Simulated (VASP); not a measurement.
# Rh (Fm-3m) in VASP: notebook

Runs on Rh. Level: PBEsol. Tasks: single point.

Everything below comes from runs of VASP 6.6.1. Logs are shortened: lines on timing, memory, paths and dates and some standing lists are left out, and cuts for length are marked.

## Step 1: The cell of the first run

It takes space group Fm-3m (No. 225, cubic). The conventional cell has a = 3.780 Å, b = 3.780 Å, c = 3.780 Å, α = 90.00°, β = 90.00°, γ = 90.00°. Within 3.5 Å of Rh (site symmetry m-3m) lie 12 Rh at 2.67 Å.

## Step 2: Single point, PBEsol

The input, INCAR:

```
SYSTEM = Rh
PREC = Accurate
ENCUT = 500
EDIFF = 1E-6
ISMEAR = -1
SIGMA = 0.05
LREAL = .False.
LASPH = .True.
NELM = 120
ALGO = Normal
ISIF = 2
LWAVE = .False.
LCHARG = .False.
GGA = PS
NBANDS = 14
GGA_COMPAT = .False.
```

The input, KPOINTS:

```
Automatic mesh
0
Gamma
  16 16 16
  0 0 0
```

The input, POSCAR:

```
Rh
1.0
    0.0000000000      1.8902480969      1.8902480969
    1.8902480969      0.0000000000      1.8902480969
    1.8902480969      1.8902480969      0.0000000000
Rh
1
Direct
    0.0000000000      0.0000000000      0.0000000000
```

Potentials or basis: VASP PAW PBE potentials, release 64 (Rh_pv).

The run is started by

```
$ cat potpaw_PBE.64/Rh_pv/POTCAR > POTCAR
$ mpirun -np 1 vasp_std > vasp.out
```

OUTCAR:

```text
SYSTEM = Rh
   PREC = Accurate
   ENCUT = 500
   EDIFF = 1E-6
   ISMEAR = -1
   LREAL = .False.
   LASPH = .True.
   NELM = 120
   ISIF = 2
   GGA = PS

 ion  position               nearest neighbor table
   1  0.000  0.000  0.000-

  LATTYP: Found a face centered cubic cell.
 ALAT       =     3.7804961938

  Lattice vectors:

 A1 = (   0.0000000000,   1.8902480969,   1.8902480969)
 A2 = (   1.8902480969,   0.0000000000,   1.8902480969)
 A3 = (   1.8902480969,   1.8902480969,   0.0000000000)

Analysis of symmetry for initial positions (statically):
=====================================================================
 Subroutine PRICEL returns:
 Original cell was already a primitive cell.

 Routine SETGRP: Setting up the symmetry group for a
 face centered cubic supercell.

 Subroutine GETGRP returns: Found 48 space group operations
 (whereof 48 operations were pure point group operations)
 out of a pool of 48 trial point group operations.

The static configuration has the point symmetry O_h .

Analysis of symmetry for dynamics (positions and initial velocities):
=====================================================================
 Subroutine PRICEL returns:
 Original cell was already a primitive cell.

 Routine SETGRP: Setting up the symmetry group for a
 face centered cubic supercell.

 Subroutine GETGRP returns: Found 48 space group operations
 (whereof 48 operations were pure point group operations)
 out of a pool of 48 trial point group operations.

The dynamic configuration has the point symmetry O_h .

 Subroutine INISYM returns: Found 48 space group operations
 (whereof 48 operations are pure point group operations),
 and found     1 'primitive' translations

----------------------------------------------------------------------------------------

                                     Primitive cell

  volume of cell :      13.5079

  direct lattice vectors                    reciprocal lattice vectors
     0.000000000  1.890248097  1.890248097    -0.264515542  0.264515542  0.264515542
     1.890248097  0.000000000  1.890248097     0.264515542 -0.264515542  0.264515542
     1.890248097  1.890248097  0.000000000     0.264515542  0.264515542 -0.264515542

  length of vectors
     2.673214495  2.673214495  2.673214495     0.458154358  0.458154358  0.458154358

  position of ions in fractional coordinates (direct lattice)
     0.000000000  0.000000000  0.000000000

  ion indices of the primitive-cell ions
   primitive index   ion index
                 1           1

----------------------------------------------------------------------------------------

 KPOINTS: Automatic mesh

Automatic generation of k-mesh.
 Grid dimensions read from file:
 generate k-points for:   16   16   16

 Generating k-lattice:

  Cartesian coordinates                     Fractional coordinates (reciprocal lattice)
    -0.016532221  0.016532221  0.016532221     0.062500000  0.000000000  0.000000000
     0.016532221 -0.016532221  0.016532221     0.000000000  0.062500000  0.000000000
     0.016532221  0.016532221 -0.016532221     0.000000000  0.000000000  0.062500000

  Length of vectors
     0.028634647  0.028634647  0.028634647

  Shift w.r.t. Gamma in fractional coordinates (k-lattice)
     0.000000000  0.000000000  0.000000000

 Subroutine IBZKPT returns following result:
 ===========================================

 Found    145 irreducible k-points:

 Following reciprocal coordinates:
            Coordinates               Weight
  0.000000  0.000000  0.000000      1.000000
  0.062500  0.000000  0.000000      8.000000
  0.125000  0.000000  0.000000      8.000000
  0.187500  0.000000  0.000000      8.000000
  0.250000  0.000000  0.000000      8.000000
  0.312500  0.000000  0.000000      8.000000
[... 16 lines left out ...]
 -0.125000  0.062500  0.000000     24.000000
 -0.062500  0.062500  0.000000     12.000000
 [... further k-points ...]
   k-points           NKPTS =    145   k-points in BZ     NKDIM =    145   number of bands    NBANDS=     14
   number of dos      NEDOS =    301   number of ions     NIONS =      1
   total plane-waves  NPLWV =   8000
   dimension x,y,z NGX =    20 NGY =   20 NGZ =   20
   dimension x,y,z NGXF=    40 NGYF=   40 NGZF=   40
   ions per type =               1
   NGX,Y,Z   is equivalent  to a cutoff of  12.44, 12.44, 12.44 a.u.
   NGXF,Y,Z  is equivalent  to a cutoff of  24.88, 24.88, 24.88 a.u.
 SYSTEM =  Rh
   PREC   = accura    normal or accurate (medium, high low for compatibility)
   ISTART =      0    job   : 0-new  1-cont  2-samecut
   ICHARG =      2    charge: 1-file 2-atom 10-const
   ISPIN  =      1    spin polarized calculation?
   LNONCOLLINEAR =      F non collinear calculations
   LSORBIT =      F    spin-orbit coupling
   LASPH  =      T    aspherical Exc in radial PAW
   ENCUT  =  500.0 eV  36.75 Ry    6.06 a.u.   4.87  4.87  4.87*2*pi/ulx,y,z
   NELM   =    120;   NELMIN=  2; NELMDL= -5     # of ELM steps
   EDIFF  = 0.1E-05   stopping-criterion for ELM
   LREAL  =      F    real-space projection
   EDIFFG = 0.1E-04   stopping-criterion for IOM
   NSW    =      0    number of steps for IOM
   IBRION =     -1    ionic relax: 0-MD 1-quasi-New 2-CG
   NFREE  =      0    steps in history (QN), initial steepest desc. (CG)
   ISIF   =      2    stress and relaxation
   ISYM   =      2    0-nonsym 1-usesym 2-fastsym
   POTIM  = 0.5000    time-step for ionic-motion
   TEBEG  =    0.0;   TEEND  =   0.0 temperature during run
   PSTRESS=    0.0 pullay stress
   NELECT =      15.0000    total number of electrons
   NUPDOWN=      -1.0000    fix difference up-down
   EMIN   =  10.00;   EMAX   =-10.00  energy-range for DOS
   EFERMI =   0.00;   METHOD = LEGACY
   ISMEAR =    -1;   SIGMA  =   0.05  broadening in eV -4-tet -1-fermi 0-gaus
   EFERMI_NEDOS =   21; number of points for ismear=-14 and -15
   IALGO  =     38    algorithm
   IMIX   =      4    mixing-type and parameters
     AMIX     =   0.40;   BMIX     =  1.00
     AMIX_MAG =   1.60;   BMIX_MAG =  1.00
  volume/ion in A,a.u.               =      13.51        91.16
  Fermi-wavevector in a.u.,A,eV,Ry     =   1.695287  3.203627 39.103095  2.873996
  Thomas-Fermi vector in A             =   2.776358
   LORBIT       =      0    0 simple, 1 ext, 2 COOP (PROOUT), +10 PAW based schemes
   GGA     = PS    functional components
   LHFCALC =     F    Hartree Fock is set to
   AEXX    =    0.0000 exact exchange contribution
   IVDW    =     0    specifies the selected vdW correction
   LEPSILON=     F    determine dielectric tensor
   LRPA    =     F    only Hartree local field effects (RPA)
 non-spin polarized calculation
  energy-cutoff  :      500.00
  volume of cell :       13.51
 maximum number of plane-waves:       360
   NGX =  9   NGY =  9   NGZ =  9

 number of electron      15.0000007 magnetization

 Free energy of the ion-electron system (eV)
  ---------------------------------------------------
  ext. energy  EPLUGINS =         0.00000000
  ---------------------------------------------------
  free energy    TOTEN  =        -8.14255416 eV

  energy without entropy =       -8.13081318  energy(sigma->0) =       -8.13668367

 E-fermi :  12.0760     XC(G=0): -14.3320

 val. band max:       12.0717085864   @ k =  -0.3750   0.2500   0.0000
 cond. band min:      12.0788749189   @ k =  -0.1875   0.1250   0.0000
 fundamental gap:      0.0071663326
 Fermi energy:        12.0760403575

 k-point     1 :       0.0000    0.0000    0.0000
  band No.  band energies     occupation
      1     -34.2796      2.00000
      2     -34.2796      2.00000
      3     -34.2796      2.00000
      4       3.8965      2.00000
      5       8.9025      2.00000
      6       8.9025      2.00000
      7       8.9025      2.00000
      8      11.0754      2.00000
      9      11.0754      2.00000
     10      28.0014      0.00000
     11      32.4029      0.00000
     12      33.5536      0.00000
     13      33.5536      0.00000
     14      33.5536      0.00000

 k-point     2 :       0.0625    0.0000    0.0000
  band No.  band energies     occupation
      1     -34.3105      2.00000
      2     -34.2838      2.00000
      3     -34.2838      2.00000
      4       4.0569      2.00000
      5       8.8300      2.00000
      6       8.9657      2.00000
      7       8.9657      2.00000
      8      11.0393      2.00000
      9      11.0393      2.00000
     10      28.2387      0.00000
     11      32.3969      0.00000
     12      32.6969      0.00000
     13      33.7916      0.00000
     14      33.7916      0.00000

 k-point     3 :       0.1250    0.0000    0.0000
  band No.  band energies     occupation
      1     -34.3981      2.00000
      2     -34.2956      2.00000
      3     -34.2956      2.00000
      4       4.5103      2.00000
      5       8.6590      2.00000
      6       9.1238      2.00000
      7       9.1238      2.00000
      8      10.9705      2.00000
      9      10.9705      2.00000
     10      28.8531      0.00000
     11      30.9895      0.00000
     12      32.4064      0.00000
     13      34.4765      0.00000
     14      34.4765      0.00000

 k-point     4 :       0.1875    0.0000    0.0000
  band No.  band energies     occupation
      1     -34.5277      2.00000
      2     -34.3132      2.00000
      3     -34.3132      2.00000
      4       5.1493      2.00000
      5       8.5384      2.00000
      6       9.2713      2.00000
      7       9.2713      2.00000
      8      10.9900      2.00000
      9      10.9900      2.00000
     10      29.0967      0.00000
     11      29.5722      0.00000
     12      32.4055      0.00000
     13      35.5167      0.00000
     14      35.5167      0.00000

 k-point     5 :       0.2500    0.0000    0.0000
  band No.  band energies     occupation
      1     -34.6785      2.00000
      2     -34.3338      2.00000
      3     -34.3338      2.00000
      4       5.7162      2.00000
      5       8.7594      2.00000
      6       9.2773      2.00000
      7       9.2773      2.00000
      8      11.2357      2.00000
      9      11.2357      2.00000
     10      27.2527      0.00000
     11      29.6637      0.00000
[... 276 lines left out ...]
 k-point    22 :      -0.1875    0.0625    0.0000
  band No.  band energies     occupation
      1     -34.5830      2.00000
      2     -34.3491      2.00000
      3     -34.3117      2.00000
      4       5.4968      2.00000
      5       8.4086      2.00000
      6       9.3354      2.00000
      7       9.3836      2.00000
      8      10.7060      2.00000
      9      11.4177      2.00000
     10      28.5823      0.00000
     11      29.8175      0.00000
     12      32.4049      0.00000
     13      34.6153      0.00000
     14      36.7956      0.00000

 k-point    23 :      -0.1250    0.0625    0.0000
  band No.  band energies     occupation
      1     -34.4500      2.00000
      2     -34.3250      2.00000
      3     -34.2952      2.00000
      4       4.8437      2.00000
      5       8.4952      2.00000
      6       9.2378      2.00000
      7       9.2692      2.00000
      8      10.7151      2.00000
      9      11.1802      2.00000
     10      29.2616      0.00000
     11      30.3628      0.00000
     12      32.4059      0.00000
     13      33.9363      0.00000
     14      35.4654      0.00000

 k-point    24 :      -0.0625    0.0625    0.0000
  band No.  band energies     occupation
      1     -34.3539      2.00000
      2     -34.3020      2.00000
      3     -34.2854      2.00000
      4       4.3164      2.00000
      5       8.6947      2.00000
      6       9.0526      2.00000
      7       9.1018      2.00000
      8      10.8803      2.00000
      9      11.1005      2.00000
     10      28.6084      0.00000
     11      31.8555      0.00000
     12      32.4097      0.00000
     13      33.6267      0.00000
     14      34.4301      0.00000

 [... further k-points ...]
[... 5 lines left out ...]
  --------------------------------------------------------------------------------------
  -------------------------------------------------------------------------------------
  Total       -0.0025802     -0.0025802     -0.0025802      0.0000000      0.0000000      0.0000000
  in kB       -0.3060417     -0.3060417     -0.3060417      0.0000000      0.0000000      0.0000000
  external PRESSURE =      -0.3060417 kB  Pullay stress =       0.0000000 kB

 VOLUME and BASIS-vectors are now :
 -----------------------------------------------------------------------------
  energy-cutoff  :      500.00
  volume of cell :       13.51
      direct lattice vectors                 reciprocal lattice vectors
     0.000000000  1.890248097  1.890248097    -0.264515542  0.264515542  0.264515542
     1.890248097  0.000000000  1.890248097     0.264515542 -0.264515542  0.264515542
     1.890248097  1.890248097  0.000000000     0.264515542  0.264515542 -0.264515542

 POSITION                                       TOTAL-FORCE (eV/Angst)
 -----------------------------------------------------------------------------------
      0.00000      0.00000      0.00000         0.000000      0.000000     -0.000000
 -----------------------------------------------------------------------------------
    total drift:                               -0.000000     -0.000000     -0.000000

  FREE ENERGIE OF THE ION-ELECTRON SYSTEM (eV)
  ---------------------------------------------------
  free  energy   TOTEN  =        -8.1425541569 eV

  energy  without entropy=       -8.1308131793  energy(sigma->0) =       -8.13668367
```

It took 11 s on 1 thread of AMD EPYC 9R45 (Zen 5), shared host; peak memory 0.11 GiB.

What came out:

```yaml
Free_energy: -8.1426 eV
Pressure: 0.0 GPa
```

Levels at points of the mesh, in eV from the Fermi level:
```tsv
k point	band 3	band 4	band 5	band 6	band 7	band 8	band 9	band 10	band 11	band 12
(0.00, 0.00, 0.00)	-46.36	-8.18	-3.17	-3.17	-3.17	-1.00	-1.00	15.93	20.33	21.48
(0.50, 0.00, 0.00)	-46.46	-6.31	-3.25	-3.25	0.61	0.61	0.64	8.78	15.44	20.33
(0.50, 0.50, 0.00)	-46.64	-6.51	-6.13	0.59	1.03	1.03	3.21	12.46	13.34	13.34
```

Caveat: the PAW data sets were made with another functional, which shifts forces and pressure a little.

## Step 3: Single point, PBEsol

The input, INCAR:

```
  PREC = Accurate
  ENCUT = 500
  EDIFF = 1E-6
  ISMEAR = -1
  SIGMA = 0.05
  LREAL = False
  LASPH = True
  NELM = 120
  ALGO = Normal
  ISIF = 2
  LWAVE = False
  LCHARG = False
  GGA = PS
  NBANDS = 14
  GGA_COMPAT = False
```

The input, KPOINTS:

```
Automatic mesh
0
Gamma
  16 16 16
```

POSCAR is that of step 2.

Potentials or basis: VASP PAW PBE potentials, release 64 (Rh_pv).

The run is started by

```
$ cat potpaw_PBE.64/Rh_pv/POTCAR > POTCAR
$ mpirun -np 1 vasp_std > vasp.out
```

It took 11 s on 1 thread of AMD EPYC 9R45 (Zen 5), shared host; peak memory 0.11 GiB.

It converged, with:

| Quantity | Value |
| --- | --- |
| Free energy | -8.1426 eV |
| Pressure | 0.0 GPa |

Levels at points of the mesh, in eV from the Fermi level:
```
           k point  band 4  band 5  band 6  band 7  band 8  band 9  band 10  band 11
(0.00, 0.00, 0.00)   -8.18   -3.17   -3.17   -3.17   -1.00   -1.00    15.93    20.33
(0.50, 0.00, 0.00)   -6.31   -3.25   -3.25    0.61    0.61    0.64     8.78    15.44
(0.50, 0.50, 0.00)   -6.51   -6.13    0.59    1.03    1.03    3.21    12.46    13.34
```

Caveat: the PAW data sets were made with another functional, which shifts forces and pressure a little.
